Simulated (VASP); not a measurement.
# P (Pm-3n) in VASP: relaxation of cell and atoms with PBEsol

Aim: the relaxation of cell and atoms of P with PBEsol.

All numbers are computed with VASP 6.6.1; they aren't measurements. Logs are shortened: lines on timing, memory, paths and dates and some standing lists are left out, and cuts for length are marked.

### 1 The cell of the first run

Symmetry: Pm-3n, No. 223, cubic system. The conventional cell has a = 6.065 Å, b = 6.065 Å, c = 6.065 Å, α = 90.00°, β = 90.00°, γ = 90.00°. Within 4.5 Å of P (site symmetry m-3) lie 12 P at 3.39 Å. Within 4.0 Å of P (site symmetry -4m2) lie 14 P at 3.03 to 3.71 Å.

### 2 Relaxation of cell and atoms, PBEsol

The input, INCAR:

```
SYSTEM = P
ALGO     = Normal         ! electronic algorithm
EDIFF    = 1E-6           ! SCF threshold, eV
EDIFFG   = -0.04          ! ionic threshold
ENCUT    = 600            ! plane-wave cutoff, eV
GGA      = PS             ! functional
IBRION   = 2              ! ionic algorithm
ISIF     = 3              ! what is computed and relaxed
ISMEAR   = 0              ! smearing method
LASPH    = .TRUE.         ! aspherical terms in the spheres
LCHARG   = .FALSE.        ! write CHGCAR
LREAL    = .FALSE.        ! projectors in reciprocal space
LWAVE    = .FALSE.        ! write WAVECAR
NELM     = 80             ! most SCF steps
NSW      = 90             ! ionic steps
PREC     = Accurate       ! precision mode
SIGMA    = 0.1            ! smearing width, eV
```

The input, KPOINTS:

```
k-points
0
G
  4 4 4
  0 0 0
```

The input, POSCAR:

```
P
1.0
    6.0649442370      0.0000000000      0.0000000000
    0.0000000000      6.0649442370      0.0000000000
    0.0000000000      0.0000000000      6.0649442370
P
8
Direct
    0.5000000000      0.5000000000      0.5000000000
    0.0000000000      0.0000000000      0.0000000000
    0.2500000000      0.0000000000      0.5000000000
    0.5000000000      0.2500000000      0.0000000000
    0.5000000000      0.7500000000      0.0000000000
    0.7500000000      0.0000000000      0.5000000000
    0.0000000000      0.5000000000      0.7500000000
    0.0000000000      0.5000000000      0.2500000000
```

Potentials or basis: VASP PAW PBE potentials, release 64 (P).

Launch:

```
cat potpaw_PBE.64/P/POTCAR > POTCAR
mpirun -np 1 vasp_std > vasp.out
```

OUTCAR:

```text
SYSTEM = P
   EDIFF = 1E-6
   EDIFFG = -0.04
   ENCUT = 600
   GGA = PS
   IBRION = 2
   ISIF = 3
   ISMEAR = 0
   LASPH = .TRUE.
   LREAL = .FALSE.
   NELM = 80
   NSW = 90
   PREC = Accurate

 ion  position               nearest neighbor table
   1  0.500  0.500  0.500-
   2  0.000  0.000  0.000-
   3  0.250  0.000  0.500-
   4  0.500  0.250  0.000-
   5  0.500  0.750  0.000-
   6  0.750  0.000  0.500-
   7  0.000  0.500  0.750-
   8  0.000  0.500  0.250-

  LATTYP: Found a simple cubic cell.
 ALAT       =     6.0649442370

  Lattice vectors:

 A1 = (   6.0649442370,   0.0000000000,   0.0000000000)
 A2 = (   0.0000000000,   6.0649442370,   0.0000000000)
 A3 = (   0.0000000000,   0.0000000000,   6.0649442370)

Analysis of symmetry for initial positions (statically):
=====================================================================
 Subroutine PRICEL returns:
 Original cell was already a primitive cell.

 Routine SETGRP: Setting up the symmetry group for a
 simple cubic supercell.

 Subroutine GETGRP returns: Found 48 space group operations
 (whereof 24 operations were pure point group operations)
 out of a pool of 48 trial point group operations.

The static configuration has the point symmetry T_h .
 The point group associated with its full space group is O_h .

Analysis of symmetry for dynamics (positions and initial velocities):
=====================================================================
 Subroutine PRICEL returns:
 Original cell was already a primitive cell.

 Routine SETGRP: Setting up the symmetry group for a
 simple cubic supercell.

 Subroutine GETGRP returns: Found 48 space group operations
 (whereof 24 operations were pure point group operations)
 out of a pool of 48 trial point group operations.

The dynamic configuration has the point symmetry T_h .
 The point group associated with its full space group is O_h .

 Subroutine INISYM returns: Found 48 space group operations
 (whereof 24 operations are pure point group operations),
 and found     1 'primitive' translations

----------------------------------------------------------------------------------------

                                     Primitive cell

  volume of cell :     223.0902

  direct lattice vectors                    reciprocal lattice vectors
     6.064944237  0.000000000  0.000000000     0.164881978  0.000000000  0.000000000
     0.000000000  6.064944237  0.000000000     0.000000000  0.164881978  0.000000000
     0.000000000  0.000000000  6.064944237     0.000000000  0.000000000  0.164881978

  length of vectors
     6.064944237  6.064944237  6.064944237     0.164881978  0.164881978  0.164881978

  position of ions in fractional coordinates (direct lattice)
     0.500000000  0.500000000  0.500000000
     0.000000000  0.000000000  0.000000000
     0.250000000  0.000000000  0.500000000
     0.500000000  0.250000000  0.000000000
     0.500000000  0.750000000  0.000000000
     0.750000000  0.000000000  0.500000000
     0.000000000  0.500000000  0.750000000
     0.000000000  0.500000000  0.250000000

  ion indices of the primitive-cell ions
   primitive index   ion index
                 1           1
                 2           2
                 3           3
                 4           4
                 5           5
                 6           6
                 7           7
                 8           8

----------------------------------------------------------------------------------------

 KPOINTS: k-points

Automatic generation of k-mesh.
 Grid dimensions read from file:
 generate k-points for:    4    4    4

 Generating k-lattice:

  Cartesian coordinates                     Fractional coordinates (reciprocal lattice)
     0.041220494  0.000000000  0.000000000     0.250000000  0.000000000  0.000000000
     0.000000000  0.041220494  0.000000000     0.000000000  0.250000000  0.000000000
     0.000000000  0.000000000  0.041220494     0.000000000  0.000000000  0.250000000

  Length of vectors
     0.041220494  0.041220494  0.041220494

  Shift w.r.t. Gamma in fractional coordinates (k-lattice)
     0.000000000  0.000000000  0.000000000

 Subroutine IBZKPT returns following result:
 ===========================================

 Found     10 irreducible k-points:

 Following reciprocal coordinates:
            Coordinates               Weight
  0.000000  0.000000  0.000000      1.000000
  0.250000  0.000000  0.000000      6.000000
  0.500000  0.000000  0.000000      3.000000
  0.250000  0.250000  0.000000     12.000000
  0.500000  0.250000  0.000000     12.000000
  0.500000  0.500000  0.000000      3.000000
  0.250000  0.250000  0.250000      8.000000
  0.500000  0.250000  0.250000     12.000000
  0.500000  0.500000  0.250000      6.000000
  0.500000  0.500000  0.500000      1.000000
   k-points           NKPTS =     10   k-points in BZ     NKDIM =     10   number of bands    NBANDS=     25
   number of dos      NEDOS =    301   number of ions     NIONS =      8
   total plane-waves  NPLWV = 110592
   dimension x,y,z NGX =    48 NGY =   48 NGZ =   48
   dimension x,y,z NGXF=    96 NGYF=   96 NGZF=   96
   ions per type =               8
   NGX,Y,Z   is equivalent  to a cutoff of  13.16, 13.16, 13.16 a.u.
   NGXF,Y,Z  is equivalent  to a cutoff of  26.31, 26.31, 26.31 a.u.
 SYSTEM =  P
   PREC   = accura    normal or accurate (medium, high low for compatibility)
   ISTART =      0    job   : 0-new  1-cont  2-samecut
   ICHARG =      2    charge: 1-file 2-atom 10-const
   ISPIN  =      1    spin polarized calculation?
   LNONCOLLINEAR =      F non collinear calculations
   LSORBIT =      F    spin-orbit coupling
   LASPH  =      T    aspherical Exc in radial PAW
   ENCUT  =  600.0 eV  44.10 Ry    6.64 a.u.  12.11 12.11 12.11*2*pi/ulx,y,z
   NELM   =     80;   NELMIN=  2; NELMDL= -5     # of ELM steps
   EDIFF  = 0.1E-05   stopping-criterion for ELM
   LREAL  =      F    real-space projection
   EDIFFG = -.4E-01   stopping-criterion for IOM
   NSW    =     90    number of steps for IOM
   IBRION =      2    ionic relax: 0-MD 1-quasi-New 2-CG
   NFREE  =      1    steps in history (QN), initial steepest desc. (CG)
   ISIF   =      3    stress and relaxation
   ISYM   =      2    0-nonsym 1-usesym 2-fastsym
   POTIM  = 0.5000    time-step for ionic-motion
   TEBEG  =    0.0;   TEEND  =   0.0 temperature during run
   PSTRESS=    0.0 pullay stress
   NELECT =      40.0000    total number of electrons
   NUPDOWN=      -1.0000    fix difference up-down
   EMIN   =  10.00;   EMAX   =-10.00  energy-range for DOS
   EFERMI =   0.00;   METHOD = LEGACY
   ISMEAR =     0;   SIGMA  =   0.10  broadening in eV -4-tet -1-fermi 0-gaus
   EFERMI_NEDOS =   21; number of points for ismear=-14 and -15
   IALGO  =     38    algorithm
   IMIX   =      4    mixing-type and parameters
     AMIX     =   0.40;   BMIX     =  1.00
     AMIX_MAG =   1.60;   BMIX_MAG =  1.00
  volume/ion in A,a.u.               =      27.89       188.19
  Fermi-wavevector in a.u.,A,eV,Ry     =   0.923141  1.744483 11.594738  0.852189
  Thomas-Fermi vector in A             =   2.048745
   LORBIT       =      0    0 simple, 1 ext, 2 COOP (PROOUT), +10 PAW based schemes
   GGA     = PS    functional components
   LHFCALC =     F    Hartree Fock is set to
   AEXX    =    0.0000 exact exchange contribution
   IVDW    =     0    specifies the selected vdW correction
   LEPSILON=     F    determine dielectric tensor
   LRPA    =     F    only Hartree local field effects (RPA)
 conjugate gradient relaxation of ions
 non-spin polarized calculation
 Gauss-broadening in eV      SIGMA  =   0.10
  energy-cutoff  :      600.00
  volume of cell :      223.09
 maximum number of plane-waves:      7472
   NGX = 25   NGY = 25   NGZ = 25

--------------------------------------- Ionic step        1  -------------------------------------------

 number of electron      39.9999985 magnetization

 Free energy of the ion-electron system (eV)
  ---------------------------------------------------
  ext. energy  EPLUGINS =         0.00000000
  ---------------------------------------------------
  free energy    TOTEN  =       -29.24512310 eV

  energy without entropy =      -29.19173760  energy(sigma->0) =      -29.21843035

 E-fermi :   2.5106     XC(G=0):  -8.8847

 val. band max:        2.4908089424   @ k =   0.5000   0.5000   0.0000
 cond. band min:       2.5235398295   @ k =   0.5000   0.2500   0.2500
 fundamental gap:      0.0327308872
 Fermi energy:         2.5106148967

 k-point     1 :       0.0000    0.0000    0.0000
  band No.  band energies     occupation
      1      -8.8949      2.00000
      2      -7.0546      2.00000
      3      -7.0546      2.00000
      4      -6.7965      2.00000
      5      -5.8052      2.00000
      6      -5.8052      2.00000
[... 17 lines left out ...]
     24       3.4016      0.00000
     25       3.4016      0.00000
[... 685 lines left out ...]
 POSITION                                       TOTAL-FORCE (eV/Angst)
 -----------------------------------------------------------------------------------
      2.39293      2.39293      2.39293        -0.000000     -0.000000     -0.000000
      4.78586      4.78586      4.78586        -0.000000     -0.000000     -0.000000
      1.19647      4.78586      2.39293        -0.000000      0.000000      0.000000
      2.39293      1.19647      0.00000         0.000000     -0.000000      0.000000
      2.39293      3.58940      4.78586         0.000000     -0.000000     -0.000000
      3.58940      0.00000      2.39293         0.000000     -0.000000     -0.000000
      0.00000      2.39293      3.58940         0.000000      0.000000     -0.000000
      4.78586      2.39293      1.19647        -0.000000     -0.000000      0.000000
 -----------------------------------------------------------------------------------
    total drift:                               -0.000000     -0.000000      0.000000

  FREE ENERGIE OF THE ION-ELECTRON SYSTEM (eV)
  ---------------------------------------------------
  free  energy   TOTEN  =       -40.1215644497 eV

  energy  without entropy=      -40.0900558512  energy(sigma->0) =      -40.10581015

--------------------------------------- Ionic step        5  -------------------------------------------

 number of electron      39.9999997 magnetization

 Free energy of the ion-electron system (eV)
  ---------------------------------------------------
  ext. energy  EPLUGINS =         0.00000000
  ---------------------------------------------------
  free energy    TOTEN  =       -40.13075438 eV

  energy without entropy =      -40.09650018  energy(sigma->0) =      -40.11362728

 E-fermi :  10.2905     XC(G=0): -11.7255

 val. band max:       10.2064340462   @ k =   0.5000   0.2500   0.0000
 cond. band min:      10.3223155897   @ k =   0.5000   0.2500   0.2500
 fundamental gap:      0.1158815435
 Fermi energy:        10.2905093064

 k-point     1 :       0.0000    0.0000    0.0000
  band No.  band energies     occupation
      1      -6.4977      2.00000
      2      -1.4934      2.00000
      3      -1.4934      2.00000
      4      -1.2915      2.00000
      5       0.4504      2.00000
      6       0.4504      2.00000
[... 17 lines left out ...]
     24      11.5877      0.00000
     25      11.5877      0.00000
[... 263 lines left out ...]
 VOLUME and BASIS-vectors are now :
 -----------------------------------------------------------------------------
  energy-cutoff  :      600.00
  volume of cell :      111.52
      direct lattice vectors                 reciprocal lattice vectors
     4.813343745  0.000000000  0.000000000     0.207755783 -0.000000000  0.000000000
     0.000000000  4.813343745  0.000000000    -0.000000000  0.207755783  0.000000000
    -0.000000000 -0.000000000  4.813343745    -0.000000000  0.000000000  0.207755783

 POSITION                                       TOTAL-FORCE (eV/Angst)
 -----------------------------------------------------------------------------------
      2.40667      2.40667      2.40667        -0.000000     -0.000000     -0.000000
      0.00000      0.00000      0.00000        -0.000000     -0.000000     -0.000000
      1.20334     -0.00000      2.40667        -0.000000     -0.000000     -0.000000
      2.40667      1.20334      0.00000         0.000000     -0.000000     -0.000000
      2.40667      3.61001      0.00000        -0.000000      0.000000      0.000000
      3.61001      0.00000      2.40667         0.000000      0.000000      0.000000
      0.00000      2.40667      3.61001        -0.000000      0.000000      0.000000
      0.00000      2.40667      1.20334         0.000000     -0.000000     -0.000000
 -----------------------------------------------------------------------------------
    total drift:                               -0.000000     -0.000000      0.000000

  FREE ENERGIE OF THE ION-ELECTRON SYSTEM (eV)
  ---------------------------------------------------
  free  energy   TOTEN  =       -40.1307543831 eV

  energy  without entropy=      -40.0965001806  energy(sigma->0) =      -40.11362728

 reached required accuracy - stopping structural energy minimisation
```

It took 2.3 min on 1 thread of AMD EPYC 9R45 (Zen 5), shared host; peak memory 0.31 GiB.

Results:

* Free energy: -40.1308 eV
* Relaxed volume: 13.94 Å³/atom
* Relaxed cell: a = 4.813 Å, b = 4.813 Å, c = 4.813 Å, α = 90.00°, β = 90.00°, γ = 90.00°
* Space group after relaxing (to 0.1 Å): Pm-3n (No. 223)
* Energy gained by relaxing: 1360.7 meV/atom
* Ionic steps: 5
* Pressure after relaxing: -0.1 GPa

The path:
```csv
step,energy change (eV),largest force (eV/Å),pressure (GPa),volume (Å³)
1,0.0000,0.0000,-17.87,223.09
2,-9.6328,0.0000,-13.39,136.99
3,-10.8130,0.0000,-4.23,116.58
4,-10.8764,0.0000,1.72,109.62
5,-10.8856,0.0000,-0.14,111.52
```

Final structure:
```yaml
crystal:
  lattice:
    - [4.81334, 0.00000, 0.00000]
    - [0.00000, 4.81334, 0.00000]
    - [0.00000, 0.00000, 4.81334]
  atoms:
    - { symbol: P, position: [0.50000, 0.50000, 0.50000] }
    - { symbol: P, position: [0.00000, 0.00000, 0.00000] }
    - { symbol: P, position: [0.25000, 0.00000, 0.50000] }
    - { symbol: P, position: [0.50000, 0.25000, 0.00000] }
    - { symbol: P, position: [0.50000, 0.75000, 0.00000] }
    - { symbol: P, position: [0.75000, 0.00000, 0.50000] }
    - { symbol: P, position: [0.00000, 0.50000, 0.75000] }
    - { symbol: P, position: [0.00000, 0.50000, 0.25000] }
```

Levels at points of the mesh, in eV from the Fermi level:
```csv
k point,band 16,band 17,band 18,band 19,band 20,band 21,band 22,band 23,band 24,band 25
"(0.00, 0.00, 0.00)",-4.45,-2.80,-2.80,-2.80,-2.22,1.08,1.08,1.08,1.30,1.30
"(0.50, 0.00, 0.00)",-3.09,-2.27,-2.27,-1.45,-1.45,0.82,0.82,1.84,1.84,2.06
"(0.50, 0.50, 0.00)",-1.80,-1.68,-1.68,-1.24,-0.84,1.08,1.91,1.94,1.94,2.46
"(0.50, 0.50, 0.50)",-0.77,-0.38,-0.38,-0.38,-0.38,-0.38,-0.38,-0.23,-0.23,-0.23
```

Caveat: the volume moved by over 15 % at a fixed basis, so the end points are rough; the highest band is partly filled, so the run has too few bands; the PAW data sets were made with another functional, which shifts forces and pressure a little.
